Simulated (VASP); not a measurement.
Write the native input for VASP 6.6.1 that does the following.

```yaml
Task: single point
Functional: RPBE
Potentials_or_basis: VASP PAW PBE potentials, release 64 (Cr_pv)
Cutoff: 500 eV
k_mesh: 10 × 10 × 15
Occupations: fermi-dirac, width 0.05 eV
Spin: collinear spin
Starting_moments: "[-0.002, 0.102, 0.102] μB"
Dipole_correction: no
Further_INCAR_settings: ALGO = Normal; EDIFF = 1e-06; NBANDS = 29
```

The structure of Cr lies in POSCAR:

```
Cr
1.0
    4.2048748069      0.0000000000      0.0000000000
   -2.1024374034      3.6415284025      0.0000000000
    0.0000000000      0.0000000000      2.2742418908
Cr
3
Direct
    1.0000000000      1.0000000000      0.0000000000
    0.3333333333      0.6666666667      0.5000000000
    0.6666666667      0.3333333333      0.5000000000
```

This isn't the form of Cr at room conditions, which is bcc.

These files were run (other wordings do the same):

INCAR

```
PREC = Accurate
ENCUT = 500
EDIFF = 1E-6
ISMEAR = -1
SIGMA = 0.05
LREAL = F
LASPH = T
NELM = 200
ALGO = Normal
ISIF = 2
LWAVE = F
LCHARG = F
ISPIN = 2
MAGMOM = -0.002 0.102 0.102
LORBIT = 11
LMAXMIX = 4
GGA = RP
NBANDS = 29
GGA_COMPAT = F
```

KPOINTS

```
regular mesh
0
Gamma
  10 10 15
```

Potentials or basis: VASP PAW PBE potentials, release 64 (Cr_pv).

Launch:

```console
$ cat potpaw_PBE.64/Cr_pv/POTCAR > POTCAR
$ mpirun -np 1 vasp_std > vasp.out
```

Results of the run:

```yaml
Pressure: 9.6 GPa
Net_moment: 0.11 μB per cell
Site_moments: Cr -0.00, +0.05 (each value once) μB
Valence_electrons_inside_the_program's_atomic_spheres: Cr 11.06, 11.13 (each value once)
```

Caveat: the cell stands under pressure; the PAW data sets were made with another functional, which shifts forces and pressure a little.

Wall time 2 min on 1 thread of Oxide Virtual Turin-like Processor, with other jobs on the host, peak memory 0.22 GiB.
